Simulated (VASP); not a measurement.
# Hf2Mg2C3 (Pmmm) in VASP: density of states with PBE

Aim: the density of states of Hf2Mg2C3 with PBE.

Program: VASP 6.6.1. These are calculated values, not measurements. Logs are shortened: lines on timing, memory, paths and dates and some standing lists are left out, and cuts for length are marked.

## 1. The cell of the first run

It takes space group Pmmm (No. 47, orthorhombic). The conventional cell has a = 3.770 Å, b = 4.274 Å, c = 6.107 Å, α = 90.00°, β = 90.00°, γ = 90.00°. Mg (site symmetry mmm) has 4 C at 1.89 to 2.14 Å within 2.5 Å. Mg (site symmetry mmm) has 2 C at 2.14 Å within 2.8 Å. Within 3.1 Å of Hf (site symmetry mm2) lie 6 C at 2.37 to 2.58 Å and 1 Hf at 2.88 Å. C (site symmetry mmm) has 2 Mg at 2.14 Å and 4 Hf at 2.37 Å within 2.8 Å. Within 2.8 Å of C (site symmetry mmm) lie 2 Mg at 2.14 Å and 4 Hf at 2.48 Å. C (site symmetry mmm) has 2 Mg at 1.89 Å within 2.5 Å.

## 2. Density of states, PBE

Contents of POSCAR:

```
Hf2Mg2C3
1.0
    3.7700815072      0.0000000000      0.0000000000
    0.0000000000      4.2738561937      0.0000000000
    0.0000000000      0.0000000000      6.1073671285
Mg Hf C
2 2 3
Direct
    0.0000000000      0.0000000000      0.0000000000
    0.0000000000      0.0000000000      0.5000000000
    0.5000000000      0.5000000000      0.2358645623
    0.5000000000      0.5000000000      0.7641354377
    0.0000000000      0.5000000000      0.0000000000
    0.0000000000      0.5000000000      0.5000000000
    0.5000000000      0.0000000000      0.0000000000
```

Contents of INCAR.step1:

```
SYSTEM = Hf2Mg2C3
  ALGO = Normal
  EDIFF = 1E-6
  ENCUT = 520
  GGA = PE
  ISIF = 2
  ISMEAR = 0
  LASPH = .True.
  LCHARG = .True.
  LMAXMIX = 4
  LREAL = .False.
  LWAVE = .False.
  NBANDS = 27
  NELM = 100
  PREC = Accurate
  SIGMA = 0.1
```

Contents of KPOINTS.step1:

```
k-points
0
Gamma
  10 10 6
  0 0 0
```

Contents of INCAR.step2:

```
SYSTEM = Hf2Mg2C3
  ALGO = Normal
  EDIFF = 1E-6
  ENCUT = 520
  GGA = PE
  ICHARG = 11
  ISIF = 2
  ISMEAR = -5
  LASPH = .True.
  LCHARG = .False.
  LMAXMIX = 4
  LORBIT = 11
  LREAL = .False.
  LWAVE = .False.
  NBANDS = 27
  NEDOS = 2001
  NELM = 100
  PREC = Accurate
  SIGMA = 0.1
```

Contents of KPOINTS.step2:

```
k-points
0
Gamma
  15 15 9
  0 0 0
```

Potentials or basis: VASP PAW PBE potentials, release 64 (Mg, Hf_pv, C).

Started as:

```bash
$ cat potpaw_PBE.64/Mg/POTCAR potpaw_PBE.64/Hf_pv/POTCAR potpaw_PBE.64/C/POTCAR > POTCAR
$ cp INCAR.step1 INCAR
$ cp KPOINTS.step1 KPOINTS
$ mpirun -np 1 vasp_std > vasp.out
$ cp INCAR.step2 INCAR
$ cp KPOINTS.step2 KPOINTS
$ mpirun -np 1 vasp_std > vasp.out
```

OUTCAR:

```text
SYSTEM = Hf2Mg2C3
   EDIFF = 1E-6
   ENCUT = 520
   GGA = PE
   ICHARG = 11
   ISIF = 2
   ISMEAR = -5
   LASPH = .True.
   LORBIT = 11
   LREAL = .False.
   NELM = 100
   PREC = Accurate

 ion  position               nearest neighbor table
   1  0.000  0.000  0.000-   7 1.89   7 1.89   5 2.14   5 2.14   2 3.05   2 3.05   3 3.19   4 3.19
                             4 3.19   3 3.19   4 3.19   3 3.19   3 3.19   4 3.19
   2  0.000  0.000  0.500-   6 2.14   6 2.14   1 3.05   1 3.05   4 3.27   3 3.27   4 3.27   3 3.27
                             3 3.27   4 3.27   3 3.27   4 3.27
   3  0.500  0.500  0.236-   5 2.37   5 2.37   6 2.48   6 2.48   7 2.58   7 2.58   4 2.88   1 3.19
                             1 3.19   1 3.19   1 3.19   4 3.23   2 3.27   2 3.27   2 3.27   2 3.27
   4  0.500  0.500  0.764-   5 2.37   5 2.37   6 2.48   6 2.48   7 2.58   7 2.58   3 2.88   1 3.19
                             1 3.19   1 3.19   1 3.19   3 3.23   2 3.27   2 3.27   2 3.27   2 3.27
   5  0.000  0.500  0.000-   1 2.14   1 2.14   4 2.37   3 2.37   3 2.37   4 2.37
   6  0.000  0.500  0.500-   2 2.14   2 2.14   4 2.48   3 2.48   3 2.48   4 2.48
   7  0.500  0.000  0.000-   1 1.89   1 1.89   4 2.58   3 2.58   4 2.58   3 2.58

  LATTYP: Found a simple orthorhombic cell.
 ALAT       =     3.7700815072
 B/A-ratio  =     1.1336243488
 C/A-ratio  =     1.6199562574

  Lattice vectors:

 A1 = (   3.7700815072,   0.0000000000,   0.0000000000)
 A2 = (   0.0000000000,   4.2738561937,   0.0000000000)
 A3 = (   0.0000000000,   0.0000000000,   6.1073671285)

Analysis of symmetry for initial positions (statically):
=====================================================================
 Subroutine PRICEL returns:
 Original cell was already a primitive cell.

 Routine SETGRP: Setting up the symmetry group for a
 simple orthorhombic supercell.

 Subroutine GETGRP returns: Found  8 space group operations
 (whereof  8 operations were pure point group operations)
 out of a pool of  8 trial point group operations.

The static configuration has the point symmetry D_2h.

Analysis of symmetry for dynamics (positions and initial velocities):
=====================================================================
 Subroutine PRICEL returns:
 Original cell was already a primitive cell.

 Routine SETGRP: Setting up the symmetry group for a
 simple orthorhombic supercell.

 Subroutine GETGRP returns: Found  8 space group operations
 (whereof  8 operations were pure point group operations)
 out of a pool of  8 trial point group operations.

The dynamic configuration has the point symmetry D_2h.

 Subroutine INISYM returns: Found  8 space group operations
 (whereof  8 operations are pure point group operations),
 and found     1 'primitive' translations

----------------------------------------------------------------------------------------

                                     Primitive cell

  volume of cell :      98.4067

  direct lattice vectors                    reciprocal lattice vectors
     3.770081507  0.000000000  0.000000000     0.265246255  0.000000000  0.000000000
     0.000000000  4.273856194  0.000000000     0.000000000  0.233980732  0.000000000
     0.000000000  0.000000000  6.107367128     0.000000000  0.000000000  0.163736677

  length of vectors
     3.770081507  4.273856194  6.107367128     0.265246255  0.233980732  0.163736677

  position of ions in fractional coordinates (direct lattice)
     0.000000000  0.000000000  0.000000000
     0.000000000  0.000000000  0.500000000
     0.500000000  0.500000000  0.235864562
     0.500000000  0.500000000  0.764135438
     0.000000000  0.500000000  0.000000000
     0.000000000  0.500000000  0.500000000
     0.500000000  0.000000000  0.000000000

  ion indices of the primitive-cell ions
   primitive index   ion index
                 1           1
                 2           2
                 3           3
                 4           4
                 5           5
                 6           6
                 7           7

----------------------------------------------------------------------------------------

 KPOINTS: k-points

Automatic generation of k-mesh.
 Grid dimensions read from file:
 generate k-points for:   15   15    9

 Generating k-lattice:

  Cartesian coordinates                     Fractional coordinates (reciprocal lattice)
     0.017683084  0.000000000  0.000000000     0.066666667  0.000000000  0.000000000
     0.000000000  0.015598715  0.000000000     0.000000000  0.066666667  0.000000000
     0.000000000  0.000000000  0.018192964     0.000000000  0.000000000  0.111111111

  Length of vectors
     0.017683084  0.015598715  0.018192964

  Shift w.r.t. Gamma in fractional coordinates (k-lattice)
     0.000000000  0.000000000  0.000000000

 TETIRR: Found   6019 inequivalent tetrahedra from    12150

 Subroutine IBZKPT returns following result:
 ===========================================

 Found    320 irreducible k-points:

 Following reciprocal coordinates:
            Coordinates               Weight
  0.000000  0.000000  0.000000      1.000000
  0.066667  0.000000  0.000000      2.000000
  0.133333  0.000000  0.000000      2.000000
  0.200000  0.000000  0.000000      2.000000
  0.266667  0.000000  0.000000      2.000000
  0.333333  0.000000  0.000000      2.000000
[... 16 lines left out ...]
  0.400000  0.133333  0.000000      4.000000
  0.466667  0.133333  0.000000      4.000000
 [... further k-points ...]
   k-points           NKPTS =    320   k-points in BZ     NKDIM =    320   number of bands    NBANDS=     27
   number of dos      NEDOS =   2001   number of ions     NIONS =      7
   total plane-waves  NPLWV =  43008
   dimension x,y,z NGX =    28 NGY =   32 NGZ =   48
   dimension x,y,z NGXF=    56 NGYF=   64 NGZF=   96
   ions per type =               2   2   3
   NGX,Y,Z   is equivalent  to a cutoff of  12.35, 12.45, 13.07 a.u.
   NGXF,Y,Z  is equivalent  to a cutoff of  24.69, 24.89, 26.13 a.u.
 SYSTEM =  Hf2Mg2C3
   PREC   = accura    normal or accurate (medium, high low for compatibility)
   ISTART =      0    job   : 0-new  1-cont  2-samecut
   ICHARG =     11    charge: 1-file 2-atom 10-const
   ISPIN  =      1    spin polarized calculation?
   LNONCOLLINEAR =      F non collinear calculations
   LSORBIT =      F    spin-orbit coupling
   LASPH  =      T    aspherical Exc in radial PAW
   ENCUT  =  520.0 eV  38.22 Ry    6.18 a.u.   7.01  7.95 11.36*2*pi/ulx,y,z
   NELM   =    100;   NELMIN=  2; NELMDL=  0     # of ELM steps
   EDIFF  = 0.1E-05   stopping-criterion for ELM
   LREAL  =      F    real-space projection
   EDIFFG = 0.1E-04   stopping-criterion for IOM
   NSW    =      0    number of steps for IOM
   IBRION =     -1    ionic relax: 0-MD 1-quasi-New 2-CG
   NFREE  =      0    steps in history (QN), initial steepest desc. (CG)
   ISIF   =      2    stress and relaxation
   ISYM   =      2    0-nonsym 1-usesym 2-fastsym
   POTIM  = 0.5000    time-step for ionic-motion
   TEBEG  =    0.0;   TEEND  =   0.0 temperature during run
   PSTRESS=    0.0 pullay stress
   NELECT =      36.0000    total number of electrons
   NUPDOWN=      -1.0000    fix difference up-down
   EMIN   =  10.00;   EMAX   =-10.00  energy-range for DOS
   EFERMI =   0.00;   METHOD = LEGACY
   ISMEAR =    -5;   SIGMA  =   0.10  broadening in eV -4-tet -1-fermi 0-gaus
   EFERMI_NEDOS =   21; number of points for ismear=-14 and -15
   IALGO  =     38    algorithm
   IMIX   =      4    mixing-type and parameters
     AMIX     =   0.40;   BMIX     =  1.00
     AMIX_MAG =   1.60;   BMIX_MAG =  1.00
  volume/ion in A,a.u.               =      14.06        94.87
  Fermi-wavevector in a.u.,A,eV,Ry     =   1.170849  2.212583 18.652045  1.370887
  Thomas-Fermi vector in A             =   2.307301
   LORBIT       =     11    0 simple, 1 ext, 2 COOP (PROOUT), +10 PAW based schemes
   GGA     = PE    functional components
   LHFCALC =     F    Hartree Fock is set to
   AEXX    =    0.0000 exact exchange contribution
   IVDW    =     0    specifies the selected vdW correction
   LEPSILON=     F    determine dielectric tensor
   LRPA    =     F    only Hartree local field effects (RPA)
 non-spin polarized calculation
 Fermi weights with tetrahedron method with Bloechl corrections
  energy-cutoff  :      520.00
  volume of cell :       98.41
 maximum number of plane-waves:      2678

 number of electron      36.0000001 magnetization

 Free energy of the ion-electron system (eV)
  ---------------------------------------------------
  ext. energy  EPLUGINS =         0.00000000
  ---------------------------------------------------
  free energy    TOTEN  =       -47.64977322 eV

  energy without entropy =      -47.64977322  energy(sigma->0) =      -47.64977322

 E-fermi :   4.9781     XC(G=0): -10.8659

 val. band max:        5.0446002051   @ k =   0.2000   0.4000   0.1111
 cond. band min:       4.8943170356   @ k =   0.2000   0.0667   0.2222
 fundamental gap:     -0.1502831695
 Fermi energy:         4.9780547110

 k-point     1 :       0.0000    0.0000    0.0000
  band No.  band energies     occupation
      1     -26.2877      2.00000
      2     -26.0896      2.00000
      3     -26.0077      2.00000
      4     -25.8635      2.00000
      5     -25.7690      2.00000
      6     -25.5909      2.00000
[... 19 lines left out ...]
     26       9.4468      0.00000
     27       9.9516      0.00000

 k-point     2 :       0.0667    0.0000    0.0000
  band No.  band energies     occupation
      1     -26.2869      2.00000
      2     -26.0893      2.00000
      3     -26.0074      2.00000
      4     -25.8678      2.00000
      5     -25.7727      2.00000
      6     -25.5905      2.00000
[... 652 lines left out ...]
 k-point    24 :       0.4667    0.1333    0.0000
  band No.  band energies     occupation
      1     -26.2705      2.00000
      2     -26.0855      2.00000
      3     -26.0045      2.00000
      4     -25.9621      2.00000
      5     -25.8538      2.00000
      6     -25.5817      2.00000
[... 19 lines left out ...]
     26       9.2118      0.00000
     27       9.5597      0.00000

 [... further k-points ...]
[... 5 lines left out ...]
  --------------------------------------------------------------------------------------
  -------------------------------------------------------------------------------------
  Total        0.0425326     -0.0611003     -0.5308274      0.0000000      0.0000000      0.0000000
  in kB        0.6924817     -0.9947853     -8.6424963      0.0000000      0.0000000      0.0000000
  external PRESSURE =      -2.9816000 kB  Pullay stress =       0.0000000 kB

 VOLUME and BASIS-vectors are now :
 -----------------------------------------------------------------------------
  energy-cutoff  :      520.00
  volume of cell :       98.41
      direct lattice vectors                 reciprocal lattice vectors
     3.770081507  0.000000000  0.000000000     0.265246255  0.000000000  0.000000000
     0.000000000  4.273856194  0.000000000     0.000000000  0.233980732  0.000000000
     0.000000000  0.000000000  6.107367128     0.000000000  0.000000000  0.163736677

 POSITION                                       TOTAL-FORCE (eV/Angst)
 -----------------------------------------------------------------------------------
      0.00000      0.00000      0.00000         0.000000      0.000000      0.000000
      0.00000      0.00000      3.05368         0.000000      0.000000      0.000000
      1.88504      2.13693      1.44051         0.000000      0.000000     -0.074127
      1.88504      2.13693      4.66686         0.000000      0.000000      0.074127
      0.00000      2.13693      0.00000         0.000000      0.000000      0.000000
      0.00000      2.13693      3.05368         0.000000      0.000000      0.000000
      1.88504      0.00000      0.00000         0.000000      0.000000      0.000000
 -----------------------------------------------------------------------------------
    total drift:                                0.000000      0.000000     -0.000000

  FREE ENERGIE OF THE ION-ELECTRON SYSTEM (eV)
  ---------------------------------------------------
  free  energy   TOTEN  =       -47.6497732172 eV

  energy  without entropy=      -47.6497732172  energy(sigma->0) =      -47.64977322

 total charge

# of ion       s       p       d       tot
------------------------------------------
    1        0.237   0.285   0.098   0.620
    2        0.191   0.177   0.036   0.404
    3        0.288   6.431   1.525   8.244
    4        0.288   6.431   1.525   8.244
    5        0.907   1.434   0.000   2.341
    6        0.874   1.407   0.000   2.281
    7        0.920   1.428   0.000   2.348
--------------------------------------------------
tot          3.705  17.592   3.184  24.482
```

Wall time 9.1 min (1 thread of Oxide Virtual Turin-like, shared host); peak memory 0.77 GiB.

What came out:

| Property | Result |
| --- | --- |
| Valence electrons inside the program's atomic spheres | Mg 0.62, 0.40; Hf 8.24; C 2.34, 2.28, 2.35 |

Caveat: spin-orbit coupling is left out, which moves the levels of the heavy elements; tetrahedron occupations give inexact forces and stress in metals.
